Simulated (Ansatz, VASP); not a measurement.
Two plane-wave programs on Al2Cu

Contents of INCAR:

```
SYSTEM = Al2Cu
  PREC = Accurate
  ENCUT = 520
  EDIFF = 1E-6
  ISMEAR = 0
  SIGMA = 0.15
  LREAL = .False.
  LASPH = .True.
  NELM = 80
  ALGO = Fast
  ISIF = 2
  LWAVE = .False.
  LCHARG = .True.
  GGA = PE
  LELF = .True.
  LVHAR = .True.
  NBANDS = 16
```

KPOINTS

```
Automatic mesh
0
Gamma
  14 14 14
  0 0 0
```

File POSCAR:

```
Al2Cu
1.0
   -1.9491751977      1.9491751977      2.9396000000
    1.9491751977     -1.9491751977      2.9396000000
    1.9491751977      1.9491751977     -2.9396000000
Al Cu
2 1
Direct
    0.7500000000      0.2500000000      0.5000000000
    0.2500000000      0.7500000000      0.5000000000
    0.5000000000      0.5000000000      0.0000000000
```

Input for Ansatz:

```yaml
crystal:
  lattice:
    - [-1.9491751977, 1.9491751977, 2.9396]
    - [1.9491751977, -1.9491751977, 2.9396]
    - [1.9491751977, 1.9491751977, -2.9396]
  atoms:
    - { symbol: Al, position: [0.75, 0.25, 0.5] }
    - { symbol: Al, position: [0.25, 0.75, 0.5] }
    - { symbol: Cu, position: [0.5, 0.5, 0.0] }
basis:
  ecutwfc: 520.0
kpoints:
  mp_grid: { grid: [14, 14, 14] }
hamiltonian:
  xc: pbe
  pseudopotentials: { kind: paw, azcp: { folder: soft_1 } }
scf:
  occupations: { method: gaussian, width: 0.15 }
output:
  forces: true
  stress: true
  eigenvalues: true
```

Alike in both runs: task single point; functional PBE; k mesh 14 × 14 × 14; occupations gaussian, width 0.15 eV; no spin polarisation.

```csv
,VASP,Ansatz
version,VASP 6.6.1,Ansatz 0.2.0
potentials or method,"VASP PAW PBE potentials, release 64 (Al, Cu), cutoff 520 eV","scalar-relativistic, plane waves, PAW"
valence electrons in the cell,17,25
```

```tsv
	VASP	Ansatz	Ansatz less VASP
gap on the k mesh at the Fermi level (eV)	none	none	-
pressure (GPa)	9.3	9.3	-0.05
traceless stress, the component that is largest in VASP (GPa)	-4.24	-4.26	-0.020
```

A gap of «none» marks a metal or a gap that the smearing closes. VASP's potentials hold 17 valence electrons a cell and Ansatz's 25, so a difference there can come from the potentials and not from the codes.
